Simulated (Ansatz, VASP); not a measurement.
## One calculation of Hf, two programs

```xyz
2
Lattice="3.1967 0.0000 0.0000 -1.5983 2.7684 0.0000 0.0000 0.0000 5.0578" Properties=species:S:1:pos:R:3 pbc="T T T"
Hf   -0.4243    1.4214    0.6644
Hf    1.5983    0.9228    3.7934
```

Alike in both runs: task single point; functional PBEsol; k mesh 18 × 18 × 10; occupations gaussian, width 0.15 eV; no spin polarisation.

```csv
,VASP,Ansatz
version,VASP 6.6.1,Ansatz 0.2.0
potentials or method,"VASP PAW PBE potentials, release 64 (Hf_pv), cutoff 520 eV","scalar-relativistic, plane waves, PAW"
valence electrons in the cell,20,52
```

```csv
,VASP,Ansatz,Ansatz less VASP
gap on the k mesh at the Fermi level (eV),none,none,-
pressure (GPa),8.7,9.1,+0.46
"traceless stress, the component that is largest in VASP (GPa)",14.24,14.32,+0.075
rms of the force components (eV/Å),3.552,3.609,+0.0566
```

VASP's potentials were made for PBE, not for PBEsol. Atom by atom the forces differ by 0.057 eV/Å (rms over components). A gap of «none» marks a metal or a gap that the smearing closes. With one functional, cell and mesh, what is left measures potentials, basis and numerics. VASP's potentials hold 20 valence electrons a cell and Ansatz's 52, so a difference there can come from the potentials and not from the codes.

Spin-orbit coupling is off throughout.
